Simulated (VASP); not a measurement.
# AlN (F-43m) in VASP: notebook

Runs on AlN. Level: PBEsol-based global hybrid with 25 % exact exchange. Tasks: single point.

All numbers are computed with VASP 6.6.1; they aren't measurements. Logs are shortened: lines on timing, memory, paths and dates and some standing lists are left out, and cuts for length are marked.

### 1 The cell of the first run

It takes space group F-43m (No. 216, cubic). Conventional cell: a = 4.309 Å, b = 4.309 Å, c = 4.309 Å, α = 90.00°, β = 90.00°, γ = 90.00°. Al (site symmetry -43m) has 4 N at 1.87 Å within 2.5 Å. Within 2.5 Å of N (site symmetry -43m) lie 4 Al at 1.87 Å.

### 2 Single point, PBEsol-based global hybrid with 25 % exact exchange

POSCAR

```
AlN
1.0
    0.0000000000      2.1544765148      2.1544765148
    2.1544765148      0.0000000000      2.1544765148
    2.1544765148      2.1544765148      0.0000000000
Al N
1 1
Direct
    0.0000000000      0.0000000000      0.0000000000
    0.2500000000      0.2500000000      0.2500000000
```

INCAR.step1

```
ALGO     = Normal         # electronic algorithm
EDIFF    = 1E-5           # SCF threshold, eV
ENCUT    = 520            # plane-wave cutoff, eV
GGA      = PE             # functional
ISIF     = 2              # what is computed and relaxed
ISMEAR   = -1             # smearing method
LASPH    = True           # aspherical terms in the spheres
LCHARG   = False          # write CHGCAR
LREAL    = False          # projectors in reciprocal space
LWAVE    = True           # write WAVECAR
NBANDS   = 11             # bands
NELM     = 80             # most SCF steps
PREC     = Accurate       # precision mode
SIGMA    = 0.05           # smearing width, eV
```

INCAR.step2

```
AEXX     = 0.25           # exact-exchange fraction
ALGO     = Normal         # electronic algorithm
EDIFF    = 1E-6           # SCF threshold, eV
ENCUT    = 520            # plane-wave cutoff, eV
GGA      = PS             # functional
ISIF     = 2              # what is computed and relaxed
ISMEAR   = -1             # smearing method
ISTART   = 1            
LASPH    = True           # aspherical terms in the spheres
LCHARG   = False          # write CHGCAR
LHFCALC  = True           # exact exchange
LREAL    = False          # projectors in reciprocal space
LWAVE    = False          # write WAVECAR
NBANDS   = 11             # bands
NELM     = 80             # most SCF steps
PREC     = Accurate       # precision mode
PRECFOCK = Normal       
SIGMA    = 0.05           # smearing width, eV
```

KPOINTS

```
k-points
0
Gamma
  5 5 5
```

Potentials or basis: VASP PAW PBE potentials, release 64 (Al, N).

On the command line:

```bash
$ cat potpaw_PBE.64/Al/POTCAR potpaw_PBE.64/N/POTCAR > POTCAR
$ cp INCAR.step1 INCAR
$ mpirun -np 1 vasp_std > vasp.out
$ cp INCAR.step2 INCAR
$ mpirun -np 1 vasp_std > vasp.out
```

OUTCAR:

```text
AEXX = 0.25
   EDIFF = 1E-6
   ENCUT = 520
   GGA = PS
   ISIF = 2
   ISMEAR = -1
   ISTART = 1
   LASPH = True
   LHFCALC = True
   LREAL = False
   NELM = 80
   PREC = Accurate
   PRECFOCK = Normal

 ion  position               nearest neighbor table
   1  0.000  0.000  0.000-   2 1.87   2 1.87   2 1.87   2 1.87
   2  0.250  0.250  0.250-   1 1.87   1 1.87   1 1.87   1 1.87

  LATTYP: Found a face centered cubic cell.
 ALAT       =     4.3089530296

  Lattice vectors:

 A1 = (   0.0000000000,   2.1544765148,   2.1544765148)
 A2 = (   2.1544765148,   0.0000000000,   2.1544765148)
 A3 = (   2.1544765148,   2.1544765148,   0.0000000000)

Analysis of symmetry for initial positions (statically):
=====================================================================
 Subroutine PRICEL returns:
 Original cell was already a primitive cell.

 Routine SETGRP: Setting up the symmetry group for a
 face centered cubic supercell.

 Subroutine GETGRP returns: Found 24 space group operations
 (whereof 24 operations were pure point group operations)
 out of a pool of 48 trial point group operations.

The static configuration has the point symmetry T_d .

Analysis of symmetry for dynamics (positions and initial velocities):
=====================================================================
 Subroutine PRICEL returns:
 Original cell was already a primitive cell.

 Routine SETGRP: Setting up the symmetry group for a
 face centered cubic supercell.

 Subroutine GETGRP returns: Found 24 space group operations
 (whereof 24 operations were pure point group operations)
 out of a pool of 48 trial point group operations.

The dynamic configuration has the point symmetry T_d .

 Subroutine INISYM returns: Found 24 space group operations
 (whereof 24 operations are pure point group operations),
 and found     1 'primitive' translations

----------------------------------------------------------------------------------------

                                     Primitive cell

  volume of cell :      20.0012

  direct lattice vectors                    reciprocal lattice vectors
     0.000000000  2.154476515  2.154476515    -0.232074936  0.232074936  0.232074936
     2.154476515  0.000000000  2.154476515     0.232074936 -0.232074936  0.232074936
     2.154476515  2.154476515  0.000000000     0.232074936  0.232074936 -0.232074936

  length of vectors
     3.046889907  3.046889907  3.046889907     0.401965581  0.401965581  0.401965581

  position of ions in fractional coordinates (direct lattice)
     0.000000000  0.000000000  0.000000000
     0.250000000  0.250000000  0.250000000

  ion indices of the primitive-cell ions
   primitive index   ion index
                 1           1
                 2           2

----------------------------------------------------------------------------------------

 KPOINTS: k-points

Automatic generation of k-mesh.
 Grid dimensions read from file:
 generate k-points for:    5    5    5

 Generating k-lattice:

  Cartesian coordinates                     Fractional coordinates (reciprocal lattice)
    -0.046414987  0.046414987  0.046414987     0.200000000  0.000000000  0.000000000
     0.046414987 -0.046414987  0.046414987     0.000000000  0.200000000  0.000000000
     0.046414987  0.046414987 -0.046414987     0.000000000  0.000000000  0.200000000

  Length of vectors
     0.080393116  0.080393116  0.080393116

  Shift w.r.t. Gamma in fractional coordinates (k-lattice)
     0.000000000  0.000000000  0.000000000

 Subroutine IBZKPT returns following result:
 ===========================================

 Found     10 irreducible k-points:

 Following reciprocal coordinates:
            Coordinates               Weight
  0.000000  0.000000  0.000000      1.000000
  0.200000  0.000000  0.000000      8.000000
  0.400000  0.000000  0.000000      8.000000
  0.200000  0.200000  0.000000      6.000000
  0.400000  0.200000  0.000000     24.000000
 -0.400000  0.200000  0.000000     24.000000
 -0.200000  0.200000  0.000000     12.000000
  0.400000  0.400000  0.000000      6.000000
 -0.400000  0.400000  0.000000     12.000000
 -0.400000  0.400000  0.200000     24.000000
   k-points           NKPTS =     10   k-points in BZ     NKDIM =    125   number of bands    NBANDS=     11
   number of dos      NEDOS =    301   number of ions     NIONS =      2
   total plane-waves  NPLWV =  13824
   dimension x,y,z NGX =    24 NGY =   24 NGZ =   24
   dimension x,y,z NGXF=    48 NGYF=   48 NGZF=   48
   ions per type =               1   1
   NGX,Y,Z   is equivalent  to a cutoff of  13.10, 13.10, 13.10 a.u.
   NGXF,Y,Z  is equivalent  to a cutoff of  26.19, 26.19, 26.19 a.u.
 SYSTEM =  unknown system
   PREC   = accura    normal or accurate (medium, high low for compatibility)
   ISTART =      1    job   : 0-new  1-cont  2-samecut
   ICHARG =      0    charge: 1-file 2-atom 10-const
   ISPIN  =      1    spin polarized calculation?
   LNONCOLLINEAR =      F non collinear calculations
   LSORBIT =      F    spin-orbit coupling
   LASPH  =      T    aspherical Exc in radial PAW
   ENCUT  =  520.0 eV  38.22 Ry    6.18 a.u.   5.67  5.67  5.67*2*pi/ulx,y,z
   NELM   =     80;   NELMIN=  2; NELMDL=  0     # of ELM steps
   EDIFF  = 0.1E-05   stopping-criterion for ELM
   LREAL  =      F    real-space projection
   EDIFFG = 0.1E-04   stopping-criterion for IOM
   NSW    =      0    number of steps for IOM
   IBRION =     -1    ionic relax: 0-MD 1-quasi-New 2-CG
   NFREE  =      0    steps in history (QN), initial steepest desc. (CG)
   ISIF   =      2    stress and relaxation
   ISYM   =      3    0-nonsym 1-usesym 2-fastsym
   POTIM  = 0.5000    time-step for ionic-motion
   TEBEG  =    0.0;   TEEND  =   0.0 temperature during run
   PSTRESS=    0.0 pullay stress
   NELECT =       8.0000    total number of electrons
   NUPDOWN=      -1.0000    fix difference up-down
   EMIN   =  10.00;   EMAX   =-10.00  energy-range for DOS
   EFERMI =   0.00;   METHOD = LEGACY
   ISMEAR =    -1;   SIGMA  =   0.05  broadening in eV -4-tet -1-fermi 0-gaus
   EFERMI_NEDOS =   21; number of points for ismear=-14 and -15
   IALGO  =     38    algorithm
   IMIX   =      1    mixing-type and parameters
     AMIX     =   0.40;   BMIX     =  1.00
     AMIX_MAG =   1.60;   BMIX_MAG =  1.00
  volume/ion in A,a.u.               =      10.00        67.49
  Fermi-wavevector in a.u.,A,eV,Ry     =   1.206201  2.279390 19.795404  1.454921
  Thomas-Fermi vector in A             =   2.341875
   LORBIT       =      0    0 simple, 1 ext, 2 COOP (PROOUT), +10 PAW based schemes
   GGA     = PS    functional components
   LHFCALC =     T    Hartree Fock is set to
   PRECFOCK=normal    Normal, Fast or Accurate (Low or Medium for compatibility)
   ENCUT4O =  -1.0   cutoff for four orbital integrals eV
   NKREDX  =     1    reduce k-point grid by
   NKREDY  =     1    reduce k-point grid by
   NKREDZ  =     1    reduce k-point grid by
   AEXX    =    0.2500 exact exchange contribution
   HFSCREEN=    0.0000 screening length (either q_TF or 0.3 A-1)
   HFSCREENC=   0.0000 screening length for correlation (either q_TF or 0.3 A-1)
   ENCUTFOCK=  -1.0 apply spherical cutoff to Coloumb kernel
   IVDW    =     0    specifies the selected vdW correction
   LEPSILON=     F    determine dielectric tensor
   LRPA    =     F    only Hartree local field effects (RPA)
 non-spin polarized calculation
  energy-cutoff  :      520.00
  volume of cell :       20.00
 maximum number of plane-waves:       547
  NGX = 18; NGY = 18; NGZ = 18

 number of electron       7.9999998 magnetization

 Free energy of the ion-electron system (eV)
  ---------------------------------------------------
  ext. energy  EPLUGINS =         0.00000000
  ---------------------------------------------------
  free energy    TOTEN  =       -18.87864398 eV

  energy without entropy =      -18.87864398  energy(sigma->0) =      -18.87864398

 E-fermi :   6.0086     XC(G=0):  -8.8915

 val. band max:        4.9494272141   @ k =   0.0000   0.0000   0.0000
 cond. band min:      10.8631746530   @ k =   0.4000   0.4000   0.0000
 fundamental gap:      5.9137474388
 Fermi energy:         6.0085754043

 k-point     1 :       0.0000    0.0000    0.0000
  band No.  band energies     occupation
      1     -11.7787      2.00000
      2       4.9494      2.00000
      3       4.9494      2.00000
      4       4.9494      2.00000
      5      11.6348      0.00000
      6      20.3531      0.00000
      7      20.3531      0.00000
      8      20.3531      0.00000
      9      25.6377      0.00000
     10      25.6377      0.00000
     11      27.0749      0.00000

 k-point     2 :       0.2000    0.0000    0.0000
  band No.  band energies     occupation
      1     -11.1386      2.00000
      2       2.3000      2.00000
      3       4.7470      2.00000
      4       4.7470      2.00000
      5      13.5062      0.00000
      6      19.1550      0.00000
      7      20.4031      0.00000
      8      20.4031      0.00000
      9      23.7096      0.00000
     10      23.7096      0.00000
     11      25.2661      0.00000

 k-point     3 :       0.4000    0.0000    0.0000
  band No.  band energies     occupation
      1      -9.7494      2.00000
      2      -1.0666      2.00000
      3       4.4544      2.00000
      4       4.4544      2.00000
      5      14.8232      0.00000
      6      17.8338      0.00000
      7      18.9412      0.00000
      8      18.9412      0.00000
      9      25.7435      0.00000
     10      26.9904      0.00000
     11      26.9904      0.00000

 k-point     4 :       0.2000    0.2000    0.0000
  band No.  band energies     occupation
      1     -10.9281      2.00000
      2       2.5749      2.00000
      3       4.1540      2.00000
      4       4.1540      2.00000
      5      13.5543      0.00000
      6      18.4836      0.00000
      7      19.4883      0.00000
      8      21.5291      0.00000
      9      21.5291      0.00000
     10      26.9271      0.00000
     11      29.6310      0.00000

 k-point     5 :       0.4000    0.2000    0.0000
  band No.  band energies     occupation
      1      -9.7600      2.00000
      2       0.1437      2.00000
      3       3.3579      2.00000
      4       3.7685      2.00000
      5      13.6553      0.00000
      6      17.6251      0.00000
      7      19.3559      0.00000
      8      21.1286      0.00000
      9      23.3725      0.00000
     10      28.7019      0.00000
     11      29.3341      0.00000

 k-point     6 :      -0.4000    0.2000    0.0000
  band No.  band energies     occupation
      1      -9.1452      2.00000
      2      -0.8969      2.00000
      3       2.4687      2.00000
      4       4.0506      2.00000
      5      14.5478      0.00000
      6      16.8684      0.00000
      7      20.0625      0.00000
      8      20.3312      0.00000
      9      25.7199      0.00000
     10      26.6431      0.00000
     11      29.5435      0.00000

 k-point     7 :      -0.2000    0.2000    0.0000
  band No.  band energies     occupation
      1     -10.2195      2.00000
      2       0.7757      2.00000
      3       3.0410      2.00000
      4       4.6690      2.00000
      5      15.1627      0.00000
      6      17.5378      0.00000
      7      19.2303      0.00000
      8      20.1942      0.00000
      9      22.7945      0.00000
     10      26.6716      0.00000
     11      29.5287      0.00000

 k-point     8 :       0.4000    0.4000    0.0000
  band No.  band energies     occupation
      1      -9.1092      2.00000
      2      -0.1000      2.00000
      3       3.0956      2.00000
      4       3.0956      2.00000
      5      10.8632      0.00000
      6      16.2815      0.00000
      7      21.6014      0.00000
      8      23.6051      0.00000
      9      23.6051      0.00000
     10      30.6559      0.00000
     11      32.6807      0.00000

 k-point     9 :      -0.4000    0.4000    0.0000
  band No.  band energies     occupation
      1      -8.6875      2.00000
      2      -0.0839      2.00000
      3       1.3573      2.00000
      4       3.2384      2.00000
      5      11.6863      0.00000
      6      17.3187      0.00000
      7      21.6972      0.00000
      8      22.7123      0.00000
      9      23.3353      0.00000
     10      29.1093      0.00000
     11      33.4016      0.00000

 k-point    10 :      -0.4000    0.4000    0.2000
  band No.  band energies     occupation
      1      -8.8895      2.00000
      2       0.0716      2.00000
      3       1.6429      2.00000
      4       2.8430      2.00000
      5      13.3160      0.00000
      6      18.3192      0.00000
      7      19.2670      0.00000
      8      21.5344      0.00000
      9      24.8488      0.00000
     10      27.3930      0.00000
     11      33.3335      0.00000

------------------------ aborting loop because EDIFF is reached ----------------------------------------

  FORCE on cell =-STRESS in cart. coord.  units (eV):
  Direction    XX          YY          ZZ          XY          YZ          ZX
  --------------------------------------------------------------------------------------
  -------------------------------------------------------------------------------------
  Total        0.7932456      0.7932456      0.7932456      0.0000000      0.0000000     -0.0000000
  in kB       63.5423035     63.5423035     63.5423035      0.0000000      0.0000000     -0.0000000
  external PRESSURE =      63.5423035 kB  Pullay stress =       0.0000000 kB

 VOLUME and BASIS-vectors are now :
 -----------------------------------------------------------------------------
  energy-cutoff  :      520.00
  volume of cell :       20.00
      direct lattice vectors                 reciprocal lattice vectors
     0.000000000  2.154476515  2.154476515    -0.232074936  0.232074936  0.232074936
     2.154476515  0.000000000  2.154476515     0.232074936 -0.232074936  0.232074936
     2.154476515  2.154476515  0.000000000     0.232074936  0.232074936 -0.232074936

 POSITION                                       TOTAL-FORCE (eV/Angst)
 -----------------------------------------------------------------------------------
      0.00000      0.00000      0.00000         0.000000      0.000000      0.000000
      1.07724      1.07724      1.07724        -0.000000     -0.000000     -0.000000
 -----------------------------------------------------------------------------------
    total drift:                                0.000000      0.000000      0.000000

  FREE ENERGIE OF THE ION-ELECTRON SYSTEM (eV)
  ---------------------------------------------------
  free  energy   TOTEN  =       -18.8786439826 eV

  energy  without entropy=      -18.8786439826  energy(sigma->0) =      -18.87864398
```

It took 2.9 min on 1 thread of AMD EPYC 7R43 (Zen 3), shared host; peak memory 0.1 GiB.

Results:

```
Free energy            : -18.8786 eV
Pressure               : 6.4 GPa
Band gap on the k mesh : 5.91 eV (least direct gap 6.69 eV)
```

Caveat: the k points lie up to 0.51 Å⁻¹ apart; the PAW data sets were made with another functional, which shifts forces and pressure a little; an odd mesh through Γ misses points on the zone boundary, where band edges can lie.

[end of part 1 of 2]
